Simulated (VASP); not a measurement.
# BaTiO3 (Amm2) in VASP: a series of runs

Runs on BaTiO3. Level: PBEsol. Tasks: electric field gradients.

Program: VASP 6.6.1. These are calculated values, not measurements. Logs are shortened: lines on timing, memory, paths and dates and some standing lists are left out, and cuts for length are marked.

## 1. The cell of the first run

The structure is orthorhombic, space group Amm2 (No. 38). Conventional cell: a = 3.984 Å, b = 5.674 Å, c = 5.578 Å, α = 90.00°, β = 90.00°, γ = 90.00°. Within 3.6 Å of Ba (site symmetry mm2) lie 12 O at 2.74 to 2.84 Å and 8 Ti at 3.39 to 3.47 Å. Ti (site symmetry mm2) has 6 O at 1.93 to 2.05 Å within 2.6 Å. Within 2.6 Å of O (site symmetry mm2) lie 2 Ti at 1.99 Å. Within 2.6 Å of O (site symmetry m) lie 2 Ti at 1.93 to 2.05 Å.

## 2. Electric field gradients, PBEsol (zz strain of -2 %)

File INCAR:

```
ALGO     = Normal         # electronic algorithm
EDIFF    = 1E-8           # SCF threshold, eV
ENCUT    = 520            # plane-wave cutoff, eV
GGA      = PS             # functional
ISIF     = 2              # what is computed and relaxed
ISMEAR   = -1             # smearing method
LASPH    = T              # aspherical terms in the spheres
LCHARG   = F              # write CHGCAR
LEFG     = T            
LREAL    = F              # projectors in reciprocal space
LWAVE    = F              # write WAVECAR
NBANDS   = 28             # bands
NELM     = 80             # most SCF steps
PREC     = Accurate       # precision mode
SIGMA    = 0.05           # smearing width, eV
```

File KPOINTS:

```
k-points
0
Gamma
  8 8 8
```

File POSCAR:

```
BaTiO3
1.0
    3.9841000000      0.0000000000      0.0000000000
    0.0000000000      2.8370500000      2.7888840000
    0.0000000000     -2.8370500000      2.7888840000
Ba Ti O
1 1 3
Direct
    0.0000000000      0.0000000000      0.0000000000
    0.5000000000      0.5079000000      0.5079000000
    0.0000000000      0.4921000000      0.4921000000
    0.5000000000      0.5025100000      0.9937100000
    0.5000000000      0.9937100000      0.5025100000
```

Potentials or basis: VASP PAW PBE potentials, release 64 (Ba_sv, Ti_sv, O).

Started as:

```sh
$ cat potpaw_PBE.64/Ba_sv/POTCAR potpaw_PBE.64/Ti_sv/POTCAR potpaw_PBE.64/O/POTCAR > POTCAR
$ mpirun -np 1 vasp_std > vasp.out
```

OUTCAR:

```text
EDIFF = 1E-8
   ENCUT = 520
   GGA = PS
   ISIF = 2
   ISMEAR = -1
   LASPH = T
   LREAL = F
   NELM = 80
   PREC = Accurate

 ion  position               nearest neighbor table
   1  0.000  0.000  0.000-   3 2.74   4 2.81   5 2.81   4 2.81   5 2.81   4 2.82   5 2.82   5 2.82
                             4 2.82   3 2.83   3 2.84   3 2.84   2 3.39   2 3.39   2 3.46   2 3.46
   2  0.500  0.508  0.508-   4 1.93   5 1.93   3 1.99   3 1.99   5 2.05   4 2.05   1 3.39   1 3.39
                             1 3.46   1 3.46   1 3.47   1 3.47   1 3.47   1 3.47
   3  0.000  0.492  0.492-   2 1.99   2 1.99   1 2.74   1 2.83   1 2.84   1 2.84
   4  0.500  0.503  0.994-   2 1.93   2 2.05   1 2.81   1 2.81   1 2.82   1 2.82
   5  0.500  0.994  0.503-   2 1.93   2 2.05   1 2.81   1 2.81   1 2.82   1 2.82

  LATTYP: Found a base centered orthorhombic cell.
 ALAT       =     5.5777680000
 B/A-ratio  =     1.0172707076
 C/A-ratio  =     0.7142821286

  Lattice vectors:

 A1 = (   0.0000000000,   2.8370500000,   2.7888840000)
 A2 = (   0.0000000000,  -2.8370500000,   2.7888840000)
 A3 = (   3.9841000000,   0.0000000000,   0.0000000000)

Analysis of symmetry for initial positions (statically):
=====================================================================
 Subroutine PRICEL returns:
 Original cell was already a primitive cell.

 Routine SETGRP: Setting up the symmetry group for a
 base centered orthorhombic supercell.

 Subroutine GETGRP returns: Found  4 space group operations
 (whereof  4 operations were pure point group operations)
 out of a pool of  8 trial point group operations.

The static configuration has the point symmetry C_2v.

Analysis of symmetry for dynamics (positions and initial velocities):
=====================================================================
 Subroutine PRICEL returns:
 Original cell was already a primitive cell.

 Routine SETGRP: Setting up the symmetry group for a
 base centered orthorhombic supercell.

 Subroutine GETGRP returns: Found  4 space group operations
 (whereof  4 operations were pure point group operations)
 out of a pool of  8 trial point group operations.

The dynamic configuration has the point symmetry C_2v.

 Subroutine INISYM returns: Found  4 space group operations
 (whereof  4 operations are pure point group operations),
 and found     1 'primitive' translations

[... 147 lines left out ...]

 E-fermi :   4.7505     XC(G=0): -11.6047

 val. band max:        3.8320353257   @ k =   0.5000   0.5000   0.5000
 cond. band min:       5.6373471913   @ k =   0.0000   0.0000   0.0000
 fundamental gap:      1.8053118656
 Fermi energy:         4.7505061555

 k-point     1 :       0.0000    0.0000    0.0000
  band No.  band energies     occupation
      1     -52.4375      2.00000
      2     -28.7876      2.00000
      3     -28.7737      2.00000
      4     -28.7702      2.00000
      5     -20.9051      2.00000
      6     -13.0309      2.00000
[... 733 lines left out ...]
     27      11.8967      0.00000
     28      13.5150      0.00000

 [... further k-points ...]
[... 5 lines left out ...]
  --------------------------------------------------------------------------------------
  -------------------------------------------------------------------------------------
  Total        0.1319166     -0.3414595      1.3831098      0.0000000      0.0000000      0.0000000
  in kB        3.3523734     -8.6774490     35.1487250      0.0000000      0.0000000      0.0000000
  external PRESSURE =       9.9412165 kB  Pullay stress =       0.0000000 kB

 VOLUME and BASIS-vectors are now :
 -----------------------------------------------------------------------------
  energy-cutoff  :      520.00
  volume of cell :       63.05
      direct lattice vectors                 reciprocal lattice vectors
     3.984100000  0.000000000  0.000000000     0.250997716  0.000000000  0.000000000
     0.000000000  2.837050000  2.788884000     0.000000000  0.176239404  0.179283183
     0.000000000 -2.837050000  2.788884000     0.000000000 -0.176239404  0.179283183

 POSITION                                       TOTAL-FORCE (eV/Angst)
 -----------------------------------------------------------------------------------
      0.00000      0.00000      0.00000         0.000000      0.000000      0.076483
      1.99205      0.00000      2.83295         0.000000      0.000000      0.084867
      0.00000      0.00000      2.74482         0.000000      0.000000      0.118212
      1.99205     -1.39356      4.17278         0.000000     -0.030297     -0.139781
      1.99205      1.39356      4.17278         0.000000      0.030297     -0.139781
 -----------------------------------------------------------------------------------
    total drift:                                0.000000     -0.000000      0.000042

  FREE ENERGIE OF THE ION-ELECTRON SYSTEM (eV)
  ---------------------------------------------------
  free  energy   TOTEN  =       -41.9749418807 eV

  energy  without entropy=      -41.9749418797  energy(sigma->0) =      -41.97494188

 Electric field gradients (V/A^2)
---------------------------------------------------------------------
 ion       V_xx      V_yy      V_zz      V_xy      V_xz      V_yz
---------------------------------------------------------------------
   1       2.690    11.347   -14.037    -0.000     0.000     0.000
   2       2.956    -5.134     2.178     0.000     0.000    -0.000
   3      23.616   -11.437   -12.179     0.000     0.000    -0.000
   4      -8.848     6.544     2.304     0.000     0.000   -15.098
   5      -8.848     6.544     2.304    -0.000     0.000    15.098
---------------------------------------------------------------------

 Electric field gradients after diagonalization (V/A^2)
 (convention: |V_zz| > |V_xx| > |V_yy|)
----------------------------------------------------------------------
 ion       V_xx      V_yy      V_zz     asymmetry (V_yy - V_xx)/ V_zz
----------------------------------------------------------------------
   1      11.347     2.690   -14.037       0.617
   2       2.956     2.178    -5.134       0.151
   3     -12.179   -11.437    23.616       0.031
   4     -10.822    -8.848    19.670       0.100
   5     -10.822    -8.848    19.670       0.100
----------------------------------------------------------------------

           NMR quadrupolar parameters

 Cq : quadrupolar parameter    Cq=e*Q*V_zz/h
 eta: asymmetry parameters     (V_yy - V_xx)/ V_zz
 Q  : nuclear electric quadrupole moment in mb (millibarn)
----------------------------------------------------------------------
 ion       Cq(MHz)       eta       Q (mb)
----------------------------------------------------------------------
   1      -0.034       0.617       1.000
   2      -0.012       0.151       1.000
   3       0.057       0.031       1.000
   4       0.048       0.100       1.000
   5       0.048       0.100       1.000
----------------------------------------------------------------------
```

OSZICAR:

```text
N       E                     dE             d eps       ncg     rms          rms(c)
DAV:   1     0.432647687474E+03    0.43265E+03   -0.20826E+04  5880   0.156E+03
DAV:   2    -0.540371395039E+01   -0.43805E+03   -0.41736E+03  6692   0.429E+02
DAV:   3    -0.500659681212E+02   -0.44662E+02   -0.44228E+02  8200   0.134E+02
[... 11 lines left out ...]
DAV:  15    -0.419749422766E+02    0.62265E-07   -0.13593E-06  7032   0.902E-03    0.820E-03
DAV:  16    -0.419749418713E+02    0.40529E-06   -0.11179E-06  7260   0.843E-03    0.117E-03
DAV:  17    -0.419749418896E+02   -0.18334E-07   -0.11557E-07  7632   0.258E-03    0.419E-04
DAV:  18    -0.419749418772E+02    0.12445E-07   -0.92955E-09  4508   0.951E-04    0.196E-04
DAV:  19    -0.419749418807E+02   -0.35084E-08   -0.21491E-09  3920   0.410E-04
   1 F= -.41974942E+02 E0= -.41974942E+02  d E =-.100753E-08
```

Run time: 5.5 min. Hardware: 1 thread of AMD EPYC 7R43 (Zen 3), shared host; peak memory 0.27 GiB.

Results:

```
Free energy                             : -41.9749 eV
Pressure                                : 1.0 GPa
Largest force                           : 0.143 eV/Å
Band gap on the k mesh                  : 1.81 eV (least direct gap 1.94 eV)
Largest electric field gradient by atom : Ba -14.0; Ti -5.1; O +23.6, +19.7 (each value once) V/Å²
```

Forces on the atoms (eV/Å):
```
Ba   0.000  0.000  0.076
Ti   0.000  0.000  0.085
O    0.000  0.000  0.118
O    0.000 -0.030 -0.140
O    0.000  0.030 -0.140
```

Levels at points of the mesh, in eV from the valence-band top:
```tsv
k point	band 16	band 17	band 18	band 19	band 20	band 21	band 22	band 23	band 24	band 25
(0.00, 0.00, 0.00)	-1.18	-1.16	-0.24	-0.22	-0.13	1.81	1.82	1.84	4.10	4.12
(0.50, 0.00, 0.00)	-2.07	-1.89	-1.76	-0.84	-0.70	1.98	3.54	3.61	4.12	6.08
(0.00, 0.50, 0.00)	-2.01	-1.91	-1.82	-0.78	-0.75	1.99	3.61	3.62	4.11	6.15
(0.50, 0.50, 0.00)	-2.79	-1.74	-0.90	-0.90	-0.11	3.59	3.62	4.01	4.94	7.84
(0.00, 0.50, 0.50)	-2.84	-1.72	-0.88	-0.83	-0.11	3.62	3.64	4.03	4.95	7.86
(0.50, 0.50, 0.50)	-2.45	-2.35	-0.03	-0.02	0.00	4.25	4.31	4.31	6.58	6.72
```

Electric field gradients, principal values (V/Å²):
| atom | least | middle | greatest (by size) |
| --- | --- | --- | --- |
| 1 Ba | 2.690 | 11.347 | -14.037 |
| 2 Ti | 2.178 | 2.956 | -5.134 |
| 3 O | -11.437 | -12.179 | 23.616 |
| 4 O | -8.848 | -10.822 | 19.670 |
| 5 O | -8.848 | -10.822 | 19.670 |

Caveat: the cell differs from its parent crystal (zz strain of -2 %); without QUAD_EFG the Cq values of the log hold for a quadrupole moment of 1 mb, not for the nuclei; the PAW data sets were made with another functional, which shifts forces and pressure a little; spin-orbit coupling is left out, which moves the levels of the heavy elements. A k mesh can miss the band edges.

## 3. Electric field gradients, PBEsol (equal xx and yy strain of +3 %)

File INCAR:

```
SYSTEM = BaTiO3
PREC = Accurate
ENCUT = 1000
EDIFF = 1E-8
ISMEAR = -1
SIGMA = 0.05
LREAL = .FALSE.
LASPH = .TRUE.
NELM = 120
ALGO = Normal
ISIF = 2
LWAVE = .FALSE.
LCHARG = .FALSE.
GGA = PS
LEFG = .TRUE.
NBANDS = 28
GGA_COMPAT = .FALSE.
```

File KPOINTS:

```
regular mesh
0
G
  8 8 8
  0 0 0
```

POSCAR: that of step 2 with these lines changed.

```diff
@@ -2,5 +2,5 @@
 1.0
-    3.9841000000      0.0000000000      0.0000000000
-    0.0000000000      2.8370500000      2.7888840000
-    0.0000000000     -2.8370500000      2.7888840000
+    4.1036230000      0.0000000000      0.0000000000
+    0.0000000000      2.9221615000      2.8458000000
+    0.0000000000     -2.9221615000      2.8458000000
 Ba Ti O
```

Potentials or basis: VASP PAW PBE potentials, release 64 (Ba_sv, Ti_sv, O_h).

Started as:

```sh
$ cat potpaw_PBE.64/Ba_sv/POTCAR potpaw_PBE.64/Ti_sv/POTCAR potpaw_PBE.64/O_h/POTCAR > POTCAR
$ mpirun -np 1 vasp_std > vasp.out
```

OUTCAR:

```text
SYSTEM = BaTiO3
   PREC = Accurate
   ENCUT = 1000
   EDIFF = 1E-8
   ISMEAR = -1
   LREAL = .FALSE.
   LASPH = .TRUE.
   NELM = 120
   ISIF = 2
   GGA = PS

 ion  position               nearest neighbor table
   1  0.000  0.000  0.000-   3 2.80   4 2.89   5 2.89   4 2.89   5 2.89   3 2.89   4 2.90   5 2.90
                             4 2.90   5 2.90   3 2.92   3 2.92   2 3.47   2 3.47   2 3.54   2 3.54
   2  0.500  0.508  0.508-   4 1.98   5 1.98   3 2.05   3 2.05   5 2.10   4 2.10   1 3.47   1 3.47
                             1 3.54   1 3.54   1 3.57   1 3.57   1 3.57   1 3.57
   3  0.000  0.492  0.492-   2 2.05   2 2.05   1 2.80   1 2.89   1 2.92   1 2.92
   4  0.500  0.503  0.994-   2 1.98   2 2.10   1 2.89   1 2.89   1 2.90   1 2.90
   5  0.500  0.994  0.503-   2 1.98   2 2.10   1 2.89   1 2.89   1 2.90   1 2.90

  LATTYP: Found a base centered orthorhombic cell.
 ALAT       =     5.6916000000
 B/A-ratio  =     1.0268330522
 C/A-ratio  =     0.7209963806

  Lattice vectors:

 A1 = (   0.0000000000,   2.9221615000,   2.8458000000)
 A2 = (   0.0000000000,  -2.9221615000,   2.8458000000)
 A3 = (   4.1036230000,   0.0000000000,   0.0000000000)

[... 957 lines left out ...]
      2.05181      1.43537      4.25794         0.000000     -0.163183     -0.277309
 -----------------------------------------------------------------------------------
    total drift:                                0.000000     -0.000002     -0.001482

  FREE ENERGIE OF THE ION-ELECTRON SYSTEM (eV)
  ---------------------------------------------------
  free  energy   TOTEN  =       -41.8130814205 eV

  energy  without entropy=      -41.8130814153  energy(sigma->0) =      -41.81308142

 Electric field gradients (V/A^2)
---------------------------------------------------------------------
 ion       V_xx      V_yy      V_zz      V_xy      V_xz      V_yz
---------------------------------------------------------------------
   1       3.817    14.594   -18.412    -0.000    -0.000    -0.000
   2       6.158    -8.027     1.869    -0.000    -0.000    -0.000
   3      31.712   -15.857   -15.855    -0.000     0.000    -0.000
   4     -11.204     9.125     2.080     0.000     0.000   -20.170
   5     -11.204     9.125     2.080    -0.000    -0.000    20.170
---------------------------------------------------------------------

 Electric field gradients after diagonalization (V/A^2)
 (convention: |V_zz| > |V_xx| > |V_yy|)
----------------------------------------------------------------------
 ion       V_xx      V_yy      V_zz     asymmetry (V_yy - V_xx)/ V_zz
----------------------------------------------------------------------
   1      14.594     3.817   -18.412       0.585
   2       6.158     1.869    -8.027       0.534
   3     -15.857   -15.855    31.712       0.000
   4     -14.873   -11.204    26.078       0.141
   5     -14.873   -11.204    26.078       0.141
----------------------------------------------------------------------

           NMR quadrupolar parameters

 Cq : quadrupolar parameter    Cq=e*Q*V_zz/h
 eta: asymmetry parameters     (V_yy - V_xx)/ V_zz
 Q  : nuclear electric quadrupole moment in mb (millibarn)
----------------------------------------------------------------------
 ion       Cq(MHz)       eta       Q (mb)
----------------------------------------------------------------------
   1      -0.045       0.585       1.000
   2      -0.019       0.534       1.000
   3       0.077       0.000       1.000
   4       0.063       0.141       1.000
   5       0.063       0.141       1.000
----------------------------------------------------------------------
```

OSZICAR:

```text
N       E                     dE             d eps       ncg     rms          rms(c)
DAV:   1     0.598295949360E+03    0.59830E+03   -0.29828E+04  5880   0.248E+03
DAV:   2     0.615359625208E+02   -0.53676E+03   -0.51294E+03  6152   0.561E+02
DAV:   3    -0.455618850786E+02   -0.10710E+03   -0.10101E+03  9388   0.192E+02
[... 12 lines left out ...]
DAV:  16    -0.418130815841E+02   -0.26724E-07   -0.46664E-06  8292   0.156E-02    0.419E-03
DAV:  17    -0.418130814250E+02    0.15908E-06   -0.57288E-07  7004   0.496E-03    0.261E-03
DAV:  18    -0.418130814513E+02   -0.26257E-07   -0.79960E-08  7228   0.250E-03    0.171E-03
DAV:  19    -0.418130814200E+02    0.31273E-07   -0.13119E-07  8508   0.243E-03    0.213E-04
DAV:  20    -0.418130814205E+02   -0.52387E-09   -0.52569E-09  3988   0.562E-04
   1 F= -.41813081E+02 E0= -.41813081E+02  d E =-.522441E-08
```

stdout:

```text
POSCAR found type information on POSCAR BaTiO
 POSCAR found :  3 types and       5 ions
 scaLAPACK will be used
 -----------------------------------------------------------------------------
|                                                                             |
|                                                                             |
|     You enforced a specific xc type in the INCAR file but a different       |
|     I HOPE YOU KNOW WHAT YOU ARE DOING!                                     |
|                                                                             |
 -----------------------------------------------------------------------------

 LDA part: xc-table for (Slater+PW92), standard interpolation
 POSCAR, INCAR and KPOINTS ok, starting setup
 FFT: planning ... GRIDC
 FFT: planning ... GRID_SOFT
 FFT: planning ... GRID
 WAVECAR not read
 entering main loop
ion   1

ion   2

ion   3

ion   4

ion   5
```

It took 11 min on 1 thread of Intel Xeon Platinum 8259CL at 2.50GHz (Skylake/Cascade Lake), shared host; peak memory 0.63 GiB.

What came out:

- Free energy: -41.8131 eV
- Pressure: -11.0 GPa
- Largest force: 0.346 eV/Å
- Band gap on the k mesh: 1.65 eV (least direct gap 1.83 eV)
- Largest electric field gradient by atom: Ba -18.4; Ti -8.0; O +31.7, +26.1 (each value once) V/Å²

Forces on the atoms (eV/Å):
```
Ba   0.000  0.000  0.068
Ti   0.000  0.000  0.346
O    0.000  0.000  0.141
O    0.000  0.163 -0.277
O    0.000 -0.163 -0.277
```

Electric field gradients, principal values (V/Å²):
```csv
atom,least,middle,greatest (by size)
1 Ba,3.817,14.594,-18.412
2 Ti,1.869,6.158,-8.027
3 O,-15.855,-15.857,31.712
4 O,-11.204,-14.873,26.078
5 O,-11.204,-14.873,26.078
```

Caveat: the cell differs from its parent crystal (equal xx and yy strain of +3 %); the stress differs along the axes, from -13 to -8 GPa; without QUAD_EFG the Cq values of the log hold for a quadrupole moment of 1 mb, not for the nuclei; the PAW data sets were made with another functional, which shifts forces and pressure a little; spin-orbit coupling is left out, which moves the levels of the heavy elements. A k mesh can miss the band edges.
